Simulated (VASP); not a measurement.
# InTe4 (R-3m) in VASP: notebook

The runs below take InTe4 through relaxation of cell and atoms, single point, with PBE.

Program: VASP 6.6.1. These are calculated values, not measurements. Logs are shortened: lines on timing, memory, paths and dates and some standing lists are left out, and cuts for length are marked.

### 1 The cell of the first run

The structure is trigonal, space group R-3m (No. 166). The conventional cell has a = 4.300 Å, b = 4.300 Å, c = 29.200 Å, α = 90.00°, β = 90.00°, γ = 120.00°. Within 4.1 Å of In (site symmetry -3m) lie 6 Te at 3.10 Å. Te (site symmetry 3m) has 3 Te at 3.08 Å and 3 In at 3.10 Å within 4.1 Å. Te (site symmetry 3m) has 6 Te at 3.08 to 3.42 Å within 4.1 Å.

### 2 Relaxation of cell and atoms, PBE

INCAR reads:

```
PREC = Accurate
ENCUT = 600
EDIFF = 1E-6
ISMEAR = 0
SIGMA = 0.2
LREAL = False
LASPH = True
NELM = 80
ALGO = Normal
ISIF = 3
LWAVE = False
LCHARG = False
GGA = PE
IBRION = 2
NSW = 36
EDIFFG = -0.08
```

KPOINTS reads:

```
Automatic mesh
0
Gamma
  4 4 4
```

POSCAR reads:

```
InTe4
1.0
    2.1500000000      1.2413030800      9.7333333300
   -2.1500000000      1.2413030800      9.7333333300
    0.0000000000     -2.4826061600      9.7333333300
In Te
1 4
Direct
    0.0000000000      0.0000000000      0.0000000000
    0.3970000000      0.3970000000      0.3970000000
    0.7930000000      0.7930000000      0.7930000000
    0.6030000000      0.6030000000      0.6030000000
    0.2070000000      0.2070000000      0.2070000000
```

Potentials or basis: VASP PAW PBE potentials, release 64 (In_d, Te).

Command:

```
> cat potpaw_PBE.64/In_d/POTCAR potpaw_PBE.64/Te/POTCAR > POTCAR
> mpirun -np 1 vasp_std > vasp.out
```

OUTCAR:

```text
PREC = Accurate
   ENCUT = 600
   EDIFF = 1E-6
   ISMEAR = 0
   LREAL = False
   LASPH = True
   NELM = 80
   ISIF = 3
   GGA = PE
   IBRION = 2
   NSW = 36
   EDIFFG = -0.08

 ion  position               nearest neighbor table
   1  0.000  0.000  0.000-   4 3.10   4 3.10   2 3.10   2 3.10   4 3.10   2 3.10
   2  0.397  0.397  0.397-   3 3.08   3 3.08   3 3.08   1 3.10   1 3.10   1 3.10
   3  0.793  0.793  0.793-   2 3.08   2 3.08   2 3.08   5 3.42   5 3.42   5 3.42
   4  0.603  0.603  0.603-   5 3.08   5 3.08   5 3.08   1 3.10   1 3.10   1 3.10
   5  0.207  0.207  0.207-   4 3.08   4 3.08   4 3.08   3 3.42   3 3.42   3 3.42

  LATTYP: Found a trigonal (rhomboedric) cell.
 ALAT       =    10.0449545071
 COS(alpha) =     0.9083756371

  Lattice vectors:

 A1 = (   2.1500000000,   1.2413030800,   9.7333333300)
 A2 = (  -2.1500000000,   1.2413030800,   9.7333333300)
 A3 = (   0.0000000000,  -2.4826061600,   9.7333333300)

Analysis of symmetry for initial positions (statically):
=====================================================================
 Subroutine PRICEL returns:
 Original cell was already a primitive cell.

 Routine SETGRP: Setting up the symmetry group for a
 trigonal (rhombohedral) supercell.

 Subroutine GETGRP returns: Found 12 space group operations
 (whereof 12 operations were pure point group operations)
 out of a pool of 12 trial point group operations.

The static configuration has the point symmetry D_3d.

Analysis of symmetry for dynamics (positions and initial velocities):
=====================================================================
 Subroutine PRICEL returns:
 Original cell was already a primitive cell.

 Routine SETGRP: Setting up the symmetry group for a
 trigonal (rhombohedral) supercell.

 Subroutine GETGRP returns: Found 12 space group operations
 (whereof 12 operations were pure point group operations)
 out of a pool of 12 trial point group operations.

The dynamic configuration has the point symmetry D_3d.

 Subroutine INISYM returns: Found 12 space group operations
 (whereof 12 operations are pure point group operations),
 and found     1 'primitive' translations

----------------------------------------------------------------------------------------

                                     Primitive cell

  volume of cell :     155.8580

  direct lattice vectors                    reciprocal lattice vectors
     2.150000000  1.241303080  9.733333330     0.232558140  0.134267504  0.034246575
    -2.150000000  1.241303080  9.733333330    -0.232558140  0.134267504  0.034246575
     0.000000000 -2.482606160  9.733333330     0.000000000 -0.268535009  0.034246575

  length of vectors
    10.044954507 10.044954507 10.044954508     0.270709953  0.270709953  0.270709953

  position of ions in fractional coordinates (direct lattice)
     0.000000000  0.000000000  0.000000000
     0.397000000  0.397000000  0.397000000
     0.793000000  0.793000000  0.793000000
     0.603000000  0.603000000  0.603000000
     0.207000000  0.207000000  0.207000000

  ion indices of the primitive-cell ions
   primitive index   ion index
                 1           1
                 2           2
                 3           3
                 4           4
                 5           5

----------------------------------------------------------------------------------------

 KPOINTS: Automatic mesh

Automatic generation of k-mesh.
 Grid dimensions read from file:
 generate k-points for:    4    4    4

 Generating k-lattice:

  Cartesian coordinates                     Fractional coordinates (reciprocal lattice)
     0.058139535  0.033566876  0.008561644     0.250000000 -0.000000000 -0.000000000
    -0.058139535  0.033566876  0.008561644    -0.000000000  0.250000000 -0.000000000
     0.000000000 -0.067133752  0.008561644    -0.000000000 -0.000000000  0.250000000

  Length of vectors
     0.067677488  0.067677488  0.067677488

  Shift w.r.t. Gamma in fractional coordinates (k-lattice)
     0.000000000  0.000000000  0.000000000

 Subroutine IBZKPT returns following result:
 ===========================================

 Found     13 irreducible k-points:

 Following reciprocal coordinates:
            Coordinates               Weight
  0.000000  0.000000  0.000000      1.000000
  0.250000  0.000000 -0.000000      6.000000
  0.500000  0.000000 -0.000000      3.000000
  0.250000  0.250000 -0.000000      6.000000
  0.500000  0.250000 -0.000000     12.000000
 -0.250000  0.250000  0.000000      6.000000
  0.500000  0.500000 -0.000000      3.000000
  0.250000  0.250000  0.250000      2.000000
  0.500000  0.250000  0.250000      6.000000
 -0.250000  0.250000  0.250000      6.000000
  0.500000  0.500000  0.250000      6.000000
 -0.250000  0.500000  0.250000      6.000000
  0.500000  0.500000  0.500000      1.000000
   k-points           NKPTS =     13   k-points in BZ     NKDIM =     13   number of bands    NBANDS=     22
   number of dos      NEDOS =    301   number of ions     NIONS =      5
   total plane-waves  NPLWV = 512000
   dimension x,y,z NGX =    80 NGY =   80 NGZ =   80
   dimension x,y,z NGXF=   160 NGYF=  160 NGZF=  160
   ions per type =               1   4
   NGX,Y,Z   is equivalent  to a cutoff of  13.24, 13.24, 13.24 a.u.
   NGXF,Y,Z  is equivalent  to a cutoff of  26.48, 26.48, 26.48 a.u.
 SYSTEM =  unknown system
   PREC   = accura    normal or accurate (medium, high low for compatibility)
   ISTART =      0    job   : 0-new  1-cont  2-samecut
   ICHARG =      2    charge: 1-file 2-atom 10-const
   ISPIN  =      1    spin polarized calculation?
   LNONCOLLINEAR =      F non collinear calculations
   LSORBIT =      F    spin-orbit coupling
   LASPH  =      T    aspherical Exc in radial PAW
   ENCUT  =  600.0 eV  44.10 Ry    6.64 a.u.  20.06 20.06 20.06*2*pi/ulx,y,z
   NELM   =     80;   NELMIN=  2; NELMDL= -5     # of ELM steps
   EDIFF  = 0.1E-05   stopping-criterion for ELM
   LREAL  =      F    real-space projection
   EDIFFG = -.8E-01   stopping-criterion for IOM
   NSW    =     36    number of steps for IOM
   IBRION =      2    ionic relax: 0-MD 1-quasi-New 2-CG
   NFREE  =      1    steps in history (QN), initial steepest desc. (CG)
   ISIF   =      3    stress and relaxation
   ISYM   =      2    0-nonsym 1-usesym 2-fastsym
   POTIM  = 0.5000    time-step for ionic-motion
   TEBEG  =    0.0;   TEEND  =   0.0 temperature during run
   PSTRESS=    0.0 pullay stress
   NELECT =      37.0000    total number of electrons
   NUPDOWN=      -1.0000    fix difference up-down
   EMIN   =  10.00;   EMAX   =-10.00  energy-range for DOS
   EFERMI =   0.00;   METHOD = LEGACY
   ISMEAR =     0;   SIGMA  =   0.20  broadening in eV -4-tet -1-fermi 0-gaus
   EFERMI_NEDOS =   21; number of points for ismear=-14 and -15
   IALGO  =     38    algorithm
   IMIX   =      4    mixing-type and parameters
     AMIX     =   0.40;   BMIX     =  1.00
     AMIX_MAG =   1.60;   BMIX_MAG =  1.00
  volume/ion in A,a.u.               =      31.17       210.36
  Fermi-wavevector in a.u.,A,eV,Ry     =   1.013676  1.915569 13.980508  1.027538
  Thomas-Fermi vector in A             =   2.146858
   LORBIT       =      0    0 simple, 1 ext, 2 COOP (PROOUT), +10 PAW based schemes
   GGA     = PE    functional components
   LHFCALC =     F    Hartree Fock is set to
   AEXX    =    0.0000 exact exchange contribution
   IVDW    =     0    specifies the selected vdW correction
   LEPSILON=     F    determine dielectric tensor
   LRPA    =     F    only Hartree local field effects (RPA)
 conjugate gradient relaxation of ions
 non-spin polarized calculation
 Gauss-broadening in eV      SIGMA  =   0.20
  energy-cutoff  :      600.00
  volume of cell :      155.86
 maximum number of plane-waves:      5228
   NGX = 41   NGY = 41   NGZ = 41

--------------------------------------- Ionic step        1  -------------------------------------------

 number of electron      36.9999997 magnetization

 Free energy of the ion-electron system (eV)
  ---------------------------------------------------
  ext. energy  EPLUGINS =         0.00000000
  ---------------------------------------------------
  free energy    TOTEN  =       -14.89151074 eV

  energy without entropy =      -14.83441442  energy(sigma->0) =      -14.86296258

------------------------ aborting loop because EDIFF is reached ----------------------------------------

  FORCE on cell =-STRESS in cart. coord.  units (eV):
  Direction    XX          YY          ZZ          XY          YZ          ZX
  --------------------------------------------------------------------------------------
  -------------------------------------------------------------------------------------
  Total        2.1241613      2.1241613      0.2260053      0.0000000      0.0000000     -0.0000000
  in kB       21.8357914     21.8357914      2.3232725      0.0000000      0.0000000     -0.0000000
  external PRESSURE =      15.3316184 kB  Pullay stress =       0.0000000 kB
[... 219 lines left out ...]
  energy  without entropy=      -15.5212224273  energy(sigma->0) =      -15.54981858

--------------------------------------- Ionic step        7  -------------------------------------------

 number of electron      36.9999998 magnetization

 Free energy of the ion-electron system (eV)
  ---------------------------------------------------
  ext. energy  EPLUGINS =         0.00000000
  ---------------------------------------------------
  free energy    TOTEN  =       -15.59385166 eV

  energy without entropy =      -15.54200544  energy(sigma->0) =      -15.56792855

 E-fermi :   6.4110     XC(G=0):  -9.3443

 val. band max:        6.3930401201   @ k =   0.5000   0.2500  -0.0000
 cond. band min:       6.4770711769   @ k =   0.2500   0.0000  -0.0000
 fundamental gap:      0.0840310568
 Fermi energy:         6.4109658948

 k-point     1 :       0.0000    0.0000    0.0000
  band No.  band energies     occupation
      1      -8.1543      2.00000
      2      -8.1543      2.00000
      3      -8.1177      2.00000
      4      -8.1051      2.00000
      5      -8.1051      2.00000
      6      -7.1061      2.00000
[... 346 lines left out ...]
  FREE ENERGIE OF THE ION-ELECTRON SYSTEM (eV)
  ---------------------------------------------------
  free  energy   TOTEN  =       -15.5938516604 eV

  energy  without entropy=      -15.5420054369  energy(sigma->0) =      -15.56792855

 reached required accuracy - stopping structural energy minimisation
```

It took 12 min on 1 thread of Intel Xeon 6975P-C (Granite Rapids), shared host; peak memory 1 GiB.

What came out:

| Item | Value |
| --- | --- |
| Free energy | -15.5939 eV |
| Relaxed volume | 31.94 Å³/atom |
| Relaxed cell | a = 9.559 Å, b = 9.559 Å, c = 9.559 Å, α = 27.08°, β = 27.08°, γ = 27.08° |
| Space group after relaxing (to 0.1 Å) | R-3m (No. 166) |
| Energy gained by relaxing | 140.5 meV/atom |
| Ionic steps | 7 |
| Pressure after relaxing | 0.0 GPa |
| Largest force after relaxing | 0.036 eV/Å |
| Band gap on the k mesh | zero (an odd number of electrons rules out a gap without spin polarisation) |

Forces on the atoms (eV/Å):
```
In   0.000  0.000  0.000
Te   0.000  0.000  0.023
Te   0.000  0.000  0.036
Te   0.000  0.000 -0.023
Te   0.000  0.000 -0.036
```

Stress tensor (GPa, compression positive):
```
-0.03  0.00  0.00
 0.00 -0.03  0.00
 0.00  0.00  0.06
```

Step by step:
```
step  energy change (eV)  largest force (eV/Å)  pressure (GPa)  volume (Å³)
   1              0.0000                1.9766            1.53       155.86
   2             -0.3882                1.3029           -1.10       162.67
   3             -0.5128                0.6767           -2.71       169.51
   4             -0.6690                0.3227            0.74       157.51
   5             -0.6753                0.2819            0.06       159.35
   6             -0.6869                0.2169            0.04       159.45
   7             -0.7023                0.0364            0.00       159.69
```

Final structure:
```
In Te
1.0
     2.23800    1.29211    9.20351
    -2.23800    1.29211    9.20351
     0.00000   -2.58422    9.20351
In Te
1 4
Direct
  0.00000 0.00000 0.00000
  0.39573 0.39573 0.39573
  0.80265 0.80265 0.80265
  0.60427 0.60427 0.60427
  0.19735 0.19735 0.19735
```

Caveat: the k points lie up to 0.41 Å⁻¹ apart in the final cell, too coarse for converged energies and pressures of a metal; spin-orbit coupling is left out, which moves the levels of the heavy elements; an odd number of electrons without spin polarisation forces a metal; a magnetic or distorted state may lie lower; the relaxation stopped at a loose force limit of 0.08 eV/Å, so its end isn't a converged minimum.

### 3 Single point, PBE

This run uses another cell than the first one, of 32.01 Å³/atom.

INCAR reads:

```
SYSTEM = InTe4
  PREC = Accurate
  ENCUT = 520
  EDIFF = 1E-6
  ISMEAR = 0
  SIGMA = 0.1
  LREAL = .FALSE.
  LASPH = .TRUE.
  NELM = 80
  ALGO = Normal
  ISIF = 2
  LWAVE = .FALSE.
  LCHARG = .FALSE.
  GGA = PE
  NBANDS = 26
```

KPOINTS reads:

```
regular mesh
0
G
  12 12 12
  0 0 0
```

POSCAR reads:

```
InTe4
1.0
    2.2232235085      1.2835786911      9.3472891943
   -2.2232235085      1.2835786911      9.3472891943
    0.0000000000     -2.5671573822      9.3472891943
In Te
1 4
Direct
    0.0000000000      0.0000000000      0.0000000000
    0.3954803607      0.3954803607      0.3954803607
    0.8020858543      0.8020858543      0.8020858543
    0.6045196393      0.6045196393      0.6045196393
    0.1979141457      0.1979141457      0.1979141457
```

Potentials or basis: VASP PAW PBE potentials, release 64 (In_d, Te).

Command:

```
> cat potpaw_PBE.64/In_d/POTCAR potpaw_PBE.64/Te/POTCAR > POTCAR
> mpirun -np 1 vasp_std > vasp.out
```

OUTCAR:

```text
SYSTEM = InTe4
   PREC = Accurate
   ENCUT = 520
   EDIFF = 1E-6
   ISMEAR = 0
   LREAL = .FALSE.
   LASPH = .TRUE.
   NELM = 80
   ISIF = 2
   GGA = PE

 ion  position               nearest neighbor table
   1  0.000  0.000  0.000-   4 3.10   2 3.10   4 3.10   4 3.10   2 3.10   2 3.10
   2  0.395  0.395  0.395-   1 3.10   1 3.10   1 3.10   3 3.29   3 3.29   3 3.29
   3  0.802  0.802  0.802-   5 3.11   5 3.11   5 3.11   2 3.29   2 3.29   2 3.29
   4  0.605  0.605  0.605-   1 3.10   1 3.10   1 3.10   5 3.29   5 3.29   5 3.29
   5  0.198  0.198  0.198-   3 3.11   3 3.11   3 3.11   4 3.29   4 3.29   4 3.29
[... 901 lines left out ...]
  -------------------------------------------------------------------------------------
  Total       -0.0519897     -0.0519897     -0.0392395     -0.0000000      0.0000000      0.0000000
  in kB       -0.5204580     -0.5204580     -0.3928186     -0.0000000      0.0000000      0.0000000
  external PRESSURE =      -0.4779115 kB  Pullay stress =       0.0000000 kB

 VOLUME and BASIS-vectors are now :
 -----------------------------------------------------------------------------
  energy-cutoff  :      520.00
  volume of cell :      160.05
      direct lattice vectors                 reciprocal lattice vectors
     2.223223508  1.283578691  9.347289194     0.224898665  0.129845305  0.035660963
    -2.223223508  1.283578691  9.347289194    -0.224898665  0.129845305  0.035660963
     0.000000000 -2.567157382  9.347289194     0.000000000 -0.259690610  0.035660963

 POSITION                                       TOTAL-FORCE (eV/Angst)
 -----------------------------------------------------------------------------------
      0.00000      0.00000      0.00000        -0.000000     -0.000000      0.000000
      0.00000      0.00000     11.09001         0.000000     -0.000000     -0.001928
      0.00000      0.00000     22.49199         0.000000     -0.000000     -0.004206
      0.00000      0.00000     16.95186         0.000000     -0.000000      0.001928
      0.00000      0.00000      5.54988         0.000000      0.000000      0.004206
 -----------------------------------------------------------------------------------
    total drift:                               -0.000000     -0.000000     -0.000000

  FREE ENERGIE OF THE ION-ELECTRON SYSTEM (eV)
  ---------------------------------------------------
  free  energy   TOTEN  =       -15.5405696519 eV

  energy  without entropy=      -15.5281885830  energy(sigma->0) =      -15.53437912
```

OSZICAR:

```text
N       E                     dE             d eps       ncg     rms          rms(c)
DAV:   1     0.256219361562E+03    0.25622E+03   -0.14388E+04  9828   0.126E+03
DAV:   2     0.115166152801E+02   -0.24470E+03   -0.23532E+03 10920   0.286E+02
DAV:   3    -0.145583520940E+02   -0.26075E+02   -0.25354E+02 12906   0.965E+01
DAV:   4    -0.156969863587E+02   -0.11386E+01   -0.11305E+01 12188   0.211E+01
DAV:   5    -0.157407154418E+02   -0.43729E-01   -0.43719E-01 14716   0.417E+00    0.129E+01
DAV:   6    -0.155219060040E+02    0.21881E+00   -0.74292E-01 11412   0.507E+00    0.786E+00
DAV:   7    -0.155404699161E+02   -0.18564E-01   -0.18928E-01 12048   0.285E+00    0.291E+00
DAV:   8    -0.155410302002E+02   -0.56028E-03   -0.13532E-02 11736   0.810E-01    0.514E-01
DAV:   9    -0.155405075540E+02    0.52265E-03   -0.30659E-03 12890   0.558E-01    0.318E-01
DAV:  10    -0.155405993175E+02   -0.91764E-04   -0.62310E-04 10714   0.126E-01    0.574E-02
DAV:  11    -0.155405672515E+02    0.32066E-04   -0.16086E-04 11388   0.126E-01    0.586E-02
DAV:  12    -0.155405697297E+02   -0.24782E-05   -0.17380E-05 11928   0.206E-02    0.411E-02
DAV:  13    -0.155405696519E+02    0.77813E-07   -0.98562E-06 11060   0.193E-02
   1 F= -.15540570E+02 E0= -.15534379E+02  d E =-.123811E-01
```

stdout:

```text
POSCAR found type information on POSCAR InTe
 POSCAR found :  2 types and       5 ions
 scaLAPACK will be used
 LDA part: xc-table for (Slater+PW92), standard interpolation
 POSCAR, INCAR and KPOINTS ok, starting setup
 FFT: planning ... GRIDC
 FFT: planning ... GRID_SOFT
 FFT: planning ... GRID
 WAVECAR not read
 entering main loop
```

It took 27 min on 1 thread of Intel Xeon 6975P-C (Granite Rapids), shared host; peak memory 1.2 GiB.

Results:

```yaml
Free_energy: -15.5406 eV
Pressure: 0.0 GPa
Largest_force: 0.004 eV/Å
Band_gap_on_the_k_mesh: zero (an odd number of electrons rules out a gap without spin polarisation)
```

Forces in eV/Å, atoms in the order of the input:
```
In   0.000  0.000  0.000
Te   0.000  0.000 -0.002
Te   0.000  0.000 -0.004
Te   0.000  0.000  0.002
Te   0.000  0.000  0.004
```

Caveat: spin-orbit coupling is left out, which moves the levels of the heavy elements; an odd number of electrons without spin polarisation forces a metal; a magnetic or distorted state may lie lower.

The gap in the log of VASP goes by the Fermi energy; the results here count the filled bands.